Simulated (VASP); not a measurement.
Wanted: the native input for a VASP 6.6.1 run.

```
Task                   : single point
Functional             : PBEsol
Potentials or basis    : VASP PAW PBE potentials, release 64 (Mg)
Cutoff                 : 600 eV
k mesh                 : 15 × 15 × 14
Occupations            : gaussian, width 0.1 eV
Spin                   : no spin polarisation
Dipole correction      : no
Further INCAR settings : ALGO = Normal; EDIFF = 1e-06; NBANDS = 7
```

The structure of Mg lies in POSCAR:

```
Mg
1.0
    2.9523241709      0.0000000000      0.0000000000
   -1.4761620855      2.5567877322      0.0000000000
    0.0000000000      0.0000000000      2.9013648237
Mg
1
Direct
    0.0000000000      0.0000000000      0.0000000000
```

This isn't the form of Mg at room conditions, which is hcp.

This cell differs from its parent crystal: strained.

These files were run (other wordings do the same):

INCAR

```
  PREC = Accurate
  ENCUT = 600
  EDIFF = 1E-6
  ISMEAR = 0
  SIGMA = 0.1
  LREAL = F
  LASPH = T
  NELM = 120
  ALGO = Normal
  ISIF = 2
  LWAVE = F
  LCHARG = F
  GGA = PS
  NBANDS = 7
  GGA_COMPAT = F
```

KPOINTS

```
regular mesh
0
Gamma
  15 15 14
```

Potentials or basis: VASP PAW PBE potentials, release 64 (Mg).

The run is started by

```sh
$ cat potpaw_PBE.64/Mg/POTCAR > POTCAR
$ mpirun -np 1 vasp_std > vasp.out
```

It gave:

```json
{"Pressure": "4.9 GPa", "Band gap on the k mesh": "zero (bands 1 and 2 overlap by 5.97 eV)"}
```

Caveat: the cell differs from its parent crystal (strained); the cell stands under pressure; the PAW data sets were made with another functional, which shifts forces and pressure a little.

Wall time 40 s on 1 thread of Intel Xeon 8259CL, on a shared host, peak memory 0.17 GiB.
